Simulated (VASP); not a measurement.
# Be (Im-3m) in VASP: a series of runs, part 2 of 2

VASP 6.6.1.

### Step 4. Single point, PBE

This run uses another cell than the first one, of 7.87 Å³/atom, 1.111 times its volume.

Input file INCAR:

```
PREC     = Accurate       # precision mode
ENCUT    = 520            # plane-wave cutoff, eV
EDIFF    = 1E-6           # SCF threshold, eV
ISMEAR   = 0              # smearing method
SIGMA    = 0.05           # smearing width, eV
LREAL    = False          # projectors in reciprocal space
LASPH    = True           # aspherical terms in the spheres
NELM     = 80             # most SCF steps
ALGO     = Fast           # electronic algorithm
ISIF     = 2              # what is computed and relaxed
LWAVE    = False          # write WAVECAR
LCHARG   = False          # write CHGCAR
GGA      = PE             # functional
NBANDS   = 7              # bands
NELECT   = 2.2
```

Input file KPOINTS:

```
regular mesh
0
Gamma
  18 18 18
```

Input file POSCAR:

```
Be
1.0
   -1.2531209513      1.2531209513      1.2531209513
    1.2531209513     -1.2531209513      1.2531209513
    1.2531209513      1.2531209513     -1.2531209513
Be
1
Direct
    0.0000000000      0.0000000000      0.0000000000
```

The run is started by

```console
> cat potpaw_PBE.64/Be/POTCAR > POTCAR
> mpirun -np 1 vasp_std > vasp.out
```

Run time: 6.8 s. Hardware: 1 thread of AMD EPYC 7R43 (Zen 3), shared host; peak memory 0.08 GiB.

It converged, with:

```
Free energy : -2.0194 eV
```

Levels at points of the mesh, in eV from the Fermi level:
```
           k point  band 1  band 2  band 3  band 4  band 5  band 6
(0.00, 0.00, 0.00)  -12.94   18.69   18.69   18.69   29.98   29.98
(0.50, 0.00, 0.00)   -5.92   -0.33   11.57   14.77   19.67   25.51
(0.50, 0.50, 0.50)    3.27    3.27    3.27    9.09    9.09   17.64
```

Caveat: the cell carries a net charge on a neutralising background, which shifts energy and pressure; the cell is charged against a uniform background, so pressure and absolute levels hang on convention.

### Step 5. Single point, LDA

This run uses another cell than the first one, of 7.87 Å³/atom, 1.111 times its volume.

Input file INCAR:

```
SYSTEM = Be
PREC = Accurate
ENCUT = 520
EDIFF = 1E-6
ISMEAR = 0
SIGMA = 0.05
LREAL = .False.
LASPH = .True.
NELM = 80
ALGO = Fast
ISIF = 2
LWAVE = .False.
LCHARG = .False.
GGA = CA
NBANDS = 7
```

Input file KPOINTS:

```
Automatic mesh
0
Gamma
  18 18 18
  0 0 0
```

POSCAR is that of step 4.

Potentials or basis: VASP PAW LDA potentials, release 64 (Be).

The run is started by

```console
> cat potpaw_LDA.64/Be/POTCAR > POTCAR
> mpirun -np 1 vasp_std > vasp.out
```

OUTCAR:

```text
SYSTEM = Be
   PREC = Accurate
   ENCUT = 520
   EDIFF = 1E-6
   ISMEAR = 0
   LREAL = .False.
   LASPH = .True.
   NELM = 80
   ISIF = 2
   GGA = CA

 ion  position               nearest neighbor table
   1  0.000  0.000  0.000-

  LATTYP: Found a body centered cubic cell.
 ALAT       =     2.5062419026

  Lattice vectors:

 A1 = (  -1.2531209513,   1.2531209513,   1.2531209513)
 A2 = (   1.2531209513,  -1.2531209513,   1.2531209513)
 A3 = (   1.2531209513,   1.2531209513,  -1.2531209513)

Analysis of symmetry for initial positions (statically):
=====================================================================
 Subroutine PRICEL returns:
 Original cell was already a primitive cell.

 Routine SETGRP: Setting up the symmetry group for a
 body centered cubic supercell.

 Subroutine GETGRP returns: Found 48 space group operations
 (whereof 48 operations were pure point group operations)
 out of a pool of 48 trial point group operations.

The static configuration has the point symmetry O_h .

Analysis of symmetry for dynamics (positions and initial velocities):
=====================================================================
 Subroutine PRICEL returns:
 Original cell was already a primitive cell.

 Routine SETGRP: Setting up the symmetry group for a
 body centered cubic supercell.

 Subroutine GETGRP returns: Found 48 space group operations
 (whereof 48 operations were pure point group operations)
 out of a pool of 48 trial point group operations.

The dynamic configuration has the point symmetry O_h .

 Subroutine INISYM returns: Found 48 space group operations
 (whereof 48 operations are pure point group operations),
 and found     1 'primitive' translations

----------------------------------------------------------------------------------------

                                     Primitive cell

  volume of cell :       7.8712
[... 107 lines left out ...]
     AMIX_MAG =   1.60;   BMIX_MAG =  1.00
  volume/ion in A,a.u.               =       7.87        53.12
  Fermi-wavevector in a.u.,A,eV,Ry     =   1.036904  1.959464 14.628572  1.075170
  Thomas-Fermi vector in A             =   2.171317
   LORBIT       =      0    0 simple, 1 ext, 2 COOP (PROOUT), +10 PAW based schemes
   GGA     = CA    functional components
   LHFCALC =     F    Hartree Fock is set to
   AEXX    =    0.0000 exact exchange contribution
   IVDW    =     0    specifies the selected vdW correction
   LEPSILON=     F    determine dielectric tensor
   LRPA    =     F    only Hartree local field effects (RPA)
 non-spin polarized calculation
 RMM-DIIS sequential band-by-band and
 Gauss-broadening in eV      SIGMA  =   0.05
  energy-cutoff  :      520.00
  volume of cell :        7.87
 maximum number of plane-waves:       236
   NGX =  7   NGY =  7   NGZ =  7

 number of electron       2.0000000 magnetization

 Free energy of the ion-electron system (eV)
  ---------------------------------------------------
  ext. energy  EPLUGINS =         0.00000000
  ---------------------------------------------------
  free energy    TOTEN  =        -4.10516213 eV

  energy without entropy =       -4.10471256  energy(sigma->0) =       -4.10493735

 E-fermi :   7.7006     XC(G=0): -10.6426

 val. band max:        7.6037389712   @ k =   0.2778   0.2778   0.1111
 cond. band min:       7.7026929999   @ k =  -0.3889  -0.3889   0.0556
 fundamental gap:      0.0989540287
 Fermi energy:         7.7005506174

 k-point     1 :       0.0000    0.0000    0.0000
  band No.  band energies     occupation
      1      -4.4199      2.00000
      2      26.6429      0.00000
      3      26.6429      0.00000
      4      26.6429      0.00000
      5      38.3961      0.00000
      6      38.3961      0.00000
      7      38.3961      0.00000
[... 221 lines left out ...]
 k-point    24 :       0.3889    0.1111   -0.0000
  band No.  band energies     occupation
      1       2.2519      2.00000
      2       9.0699      0.00000
      3      18.2426      0.00000
      4      21.3317      0.00000
      5      31.5487      0.00000
      6      34.3700      0.00000
      7      43.1912      0.00000

 [... further k-points ...]

------------------------ aborting loop because EDIFF is reached ----------------------------------------

  FORCE on cell =-STRESS in cart. coord.  units (eV):
  Direction    XX          YY          ZZ          XY          YZ          ZX
  --------------------------------------------------------------------------------------
  -------------------------------------------------------------------------------------
  Total       -0.3046528     -0.3046528     -0.3046528      0.0000000     -0.0000000     -0.0000000
  in kB      -62.0121515    -62.0121515    -62.0121515      0.0000000     -0.0000000     -0.0000000
  external PRESSURE =     -62.0121515 kB  Pullay stress =       0.0000000 kB

 VOLUME and BASIS-vectors are now :
 -----------------------------------------------------------------------------
  energy-cutoff  :      520.00
  volume of cell :        7.87
      direct lattice vectors                 reciprocal lattice vectors
    -1.253120951  1.253120951  1.253120951     0.000000000  0.399003783  0.399003783
     1.253120951 -1.253120951  1.253120951     0.399003783  0.000000000  0.399003783
     1.253120951  1.253120951 -1.253120951     0.399003783  0.399003783  0.000000000

 POSITION                                       TOTAL-FORCE (eV/Angst)
 -----------------------------------------------------------------------------------
      0.00000      0.00000      0.00000         0.000000     -0.000000     -0.000000
 -----------------------------------------------------------------------------------
    total drift:                               -0.000000     -0.000000     -0.000000

  FREE ENERGIE OF THE ION-ELECTRON SYSTEM (eV)
  ---------------------------------------------------
  free  energy   TOTEN  =        -4.1051621314 eV

  energy  without entropy=       -4.1047125632  energy(sigma->0) =       -4.10493735
```

OSZICAR:

```text
N       E                     dE             d eps       ncg     rms          rms(c)
DAV:   1    -0.321629471754E+01   -0.32163E+01   -0.11528E+03  3031   0.239E+02
DAV:   2    -0.412509684805E+01   -0.90880E+00   -0.89096E+00  3787   0.201E+01
DAV:   3    -0.412631671211E+01   -0.12199E-02   -0.12197E-02  3052   0.692E-01
DAV:   4    -0.412631678944E+01   -0.77335E-07   -0.77012E-07  4144   0.572E-03
DAV:   5    -0.412631678937E+01    0.70621E-10   -0.18122E-11  3101   0.126E-05    0.780E-01
RMM:   6    -0.411183570173E+01    0.14481E-01   -0.42525E-04  2731   0.148E-01    0.472E-01
RMM:   7    -0.410516459459E+01    0.66711E-02   -0.68914E-04  2849   0.184E-01    0.120E-02
RMM:   8    -0.410516212918E+01    0.24654E-05   -0.12887E-05  2936   0.397E-02    0.278E-03
RMM:   9    -0.410516213136E+01   -0.21819E-08   -0.20028E-07  2503   0.359E-03
   1 F= -.41051621E+01 E0= -.41049373E+01  d E =-.449568E-03
```

Wall time 4.8 s (1 thread of AMD EPYC 7R43 (Zen 3), shared host); peak memory 0.08 GiB.

What came out:

| Quantity | Value |
| --- | --- |
| Free energy | -4.1052 eV |
| Pressure | -6.2 GPa |
| Band gap on the k mesh | zero (band 1 reaches 11.53 eV, above the bottom of band 2 at 6.30 eV) |

Levels at points of the mesh, in eV from the Fermi level:
| k point | band 1 | band 2 | band 3 | band 4 | band 5 | band 6 |
| --- | --- | --- | --- | --- | --- | --- |
| (0.00, 0.00, 0.00) | -12.12 | 18.94 | 18.94 | 18.94 | 30.70 | 30.70 |
| (0.50, 0.00, 0.00) | -5.25 | 0.46 | 11.98 | 15.21 | 20.43 | 26.22 |
| (0.50, 0.50, 0.50) | 3.83 | 3.83 | 3.83 | 9.90 | 9.90 | 18.29 |

### Step 6. Summary

```tsv
level	potentials or basis	cell	gap on the mesh (eV)	pressure (GPa)
PBE	VASP PAW PBE potentials, release 64 (Be)	a = 2.096 Å, angles 109.5°, 1 atom	none	14.5
PBE	VASP PAW PBE potentials, release 64 (Be)	a = 2.170 Å, angles 109.5°, 1 atom	none	-0.7
LDA	VASP PAW LDA potentials, release 64 (Be)	a = 2.170 Å, angles 109.5°, 1 atom	none	-6.2
```

Alike in all rows: task single point; no spin polarisation; k mesh 18 × 18 × 18; cutoff (eV) 520; smearing gaussian 0.05 eV.

Absolute energies hang on the potentials; compare differences alone.
